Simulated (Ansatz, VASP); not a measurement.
**Cu4W: VASP beside Ansatz**

```
CELL_PARAMETERS angstrom
-2.59505 2.59505 2.59505
2.59505 -2.59505 2.59505
2.59505 2.59505 -2.59505
ATOMIC_POSITIONS crystal
Cu 0.00000 0.00000 0.50000
Cu 0.00000 0.50000 0.00000
Cu 0.50000 0.00000 0.00000
Cu 0.50000 0.50000 0.50000
W 0.00000 0.00000 0.00000
```

Change from the starting cell: species swapped into the CrGa4 type (Im-3m, No. 229).

Alike in both runs: task relaxation of cell and atoms; functional PBE; k mesh 6 × 6 × 6; occupations gaussian, width 0.1 eV; no spin polarisation.

|  | VASP | Ansatz |
| --- | --- | --- |
| version | VASP 6.6.1 | Ansatz 0.2.0 |
| potentials or method | VASP PAW PBE potentials, release 64 (Cu, W_sv), cutoff 600 eV | scalar-relativistic, plane waves, PAW |
| valence electrons in the cell | 58 | 90 |

Ansatz gave:

* gap on the k mesh at the Fermi level, each at its own relaxed structure (eV): none
* relaxed volume (Å³/atom): 17.99
* relaxed cell length with the largest relative difference (Å): 4.889

**Question.** What did VASP give for the same quantities?

**Answer.** gap on the k mesh at the Fermi level, each at its own relaxed structure (eV): none; relaxed volume (Å³/atom): 18.12; relaxed cell length with the largest relative difference (Å): 4.901.

A gap of «none» marks a metal or a gap that the smearing closes. VASP's potentials hold 58 valence electrons a cell and Ansatz's 90, so a difference there can come from the potentials and not from the codes.

Spin-orbit coupling is off throughout. Noted on VASP's run: the volume moved by over 15 % at a fixed basis, so the end points are rough.
